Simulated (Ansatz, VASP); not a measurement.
**Cu: VASP beside Ansatz**

INCAR

```
SYSTEM = Cu
  PREC = Accurate
  ENCUT = 520
  EDIFF = 1E-6
  ISMEAR = -1
  SIGMA = 0.1
  LREAL = .False.
  LASPH = .True.
  NELM = 100
  ALGO = Normal
  ISIF = 2
  LWAVE = .False.
  LCHARG = .False.
  GGA = PE
  NBANDS = 30
```

File KPOINTS:

```
Automatic mesh
0
Gamma
  16 16 5
  0 0 0
```

File POSCAR:

```
Cu
1.0
    2.6012584631      0.0000000000      0.0000000000
   -1.3006292316      2.2527559109      0.0000000000
    0.0000000000      0.0000000000      8.4953532728
Cu
4
Direct
    1.0000000000      0.0000000000      0.0000000000
    1.0000000000      1.0000000000      0.5000000000
    0.3333333333      0.6666666667      0.2500000000
    0.6666666667      0.3333333333      0.7500000000
```

Input for Ansatz:

```yaml
crystal:
  lattice:
    - [2.6012584631, 0.0, 0.0]
    - [-1.3006292316, 2.2527559109, 0.0]
    - [0.0, 0.0, 8.4953532728]
  atoms:
    - { symbol: Cu, position: [1.0, 0.0, 0.0] }
    - { symbol: Cu, position: [1.0, 1.0, 0.5] }
    - { symbol: Cu, position: [0.3333333333, 0.6666666667, 0.25] }
    - { symbol: Cu, position: [0.6666666667, 0.3333333333, 0.75] }
hamiltonian:
  xc: pbe
  pseudopotentials:
    kind: paw
    azcp:
      Cu: "pseudopotentials/Cu.paw.azcp"
basis:
  ecutwfc: 420
  fft_grid_basis: typed
kpoints:
  mp_grid: { grid: [16, 16, 5], shift: [0, 0, 0] }
magnetization:
  spin_polarized: false
scf:
  occupations: { method: fermi_dirac, width: 0.1 }
  lower_state_search: "off"
output:
  stress: true
  write_density: true
  write_potential: true
  elf: true
  volumetric_format: npy
```

Alike in both runs: task single point; functional PBE; k mesh 16 × 16 × 5; occupations fermi-dirac, width 0.1 eV; no spin polarisation.

```csv
,VASP,Ansatz
version,VASP 6.6.1,Ansatz 0.2.0
potentials or method,"VASP PAW PBE potentials, release 64 (Cu), cutoff 520 eV","plane waves (420 eV) with PAW, scalar-relativistic"
valence electrons in the cell,44,76
```

```csv
,VASP,Ansatz,Ansatz less VASP
pressure (GPa),-4.3,-5.0,-0.67
```

VASP's potentials hold 44 valence electrons a cell and Ansatz's 76, so a difference there can come from the potentials and not from the codes.
